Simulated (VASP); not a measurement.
Input of a VASP 6.6.1 run:

The input INCAR:

```
PREC = Accurate ; ENCUT = 520
EDIFF = 1E-6 ; ISMEAR = 0
SIGMA = 0.15 ; LREAL = False
LASPH = True ; NELM = 150
ALGO = Normal ; ISIF = 2
LWAVE = False ; LCHARG = False
ISPIN = 2 ; MAGMOM = 0 0 0.438 0.438
LORBIT = 11 ; NUPDOWN = 0.875
LMAXMIX = 4 ; NBANDS = 28
```

Contents of KPOINTS:

```
Automatic mesh
0
Gamma
  12 12 8
```

Contents of POSCAR:

```
TePt
1.0
    4.0231984860      0.0000000000      0.0000000000
   -2.0115992430      3.4841920933      0.0000000000
    0.0000000000      0.0000000000      5.2745134137
Te Pt
2 2
Direct
    0.3333333333      0.6666666667      0.2500000000
    0.6666666667      0.3333333333      0.7500000000
    0.0000000000      0.0000000000      0.0000000000
    0.0000000000      0.0000000000      0.5000000000
```

Potentials or basis: VASP PAW LDA potentials, release 64 (Te, Pt).

Command:

```sh
$ cat potpaw_LDA.64/Te/POTCAR potpaw_LDA.64/Pt/POTCAR > POTCAR
$ mpirun -np 1 vasp_std > vasp.out
```

Question: Estimate the pressure.

Answer: 26.5 GPa.

Stress tensor (GPa, compression positive):
```
25.92  0.00  0.00
 0.00 25.92  0.00
 0.00  0.00 27.81
```

Caveat: the cell stands under pressure; the total moment is fixed, so each spin has its own Fermi level.
